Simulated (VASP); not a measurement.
A run of VASP 6.6.1 is set up as follows.

File INCAR:

```
ALGO     = Normal         # electronic algorithm
EDIFF    = 1E-6           # SCF threshold, eV
ENCUT    = 520            # plane-wave cutoff, eV
GGA      = PE             # functional
ISIF     = 2              # what is computed and relaxed
ISMEAR   = 0              # smearing method
LASPH    = T              # aspherical terms in the spheres
LCHARG   = F              # write CHGCAR
LREAL    = F              # projectors in reciprocal space
LWAVE    = F              # write WAVECAR
NBANDS   = 14             # bands
NELM     = 80             # most SCF steps
PREC     = Accurate       # precision mode
SIGMA    = 0.01           # smearing width, eV
```

File KPOINTS:

```
k-points
0
Gamma
  4 4 4
```

Contents of POSCAR:

```
NaI
1.0
    4.1067866873      0.0000000000      0.0000000000
    0.0000000000      4.1067866873      0.0000000000
    0.0000000000      0.0000000000      4.1067866873
Na I
1 1
Direct
    0.0000000000      0.0000000000      0.0000000000
    0.5000000000      0.5000000000      0.5000000000
```

Potentials or basis: VASP PAW PBE potentials, release 64 (Na_pv, I).

The run is started by

```console
$ cat potpaw_PBE.64/Na_pv/POTCAR potpaw_PBE.64/I/POTCAR > POTCAR
$ mpirun -np 1 vasp_std > vasp.out
```

**Question.** What does it give for the pressure?

**Answer.** -0.3 GPa.

**Question.** Estimate the band gap on the k mesh.

**Answer.** 2.22 eV, indirect (least direct gap 2.81 eV).

Caveat: spin-orbit coupling is left out, which moves the levels of the heavy elements. A k mesh can miss the band edges.
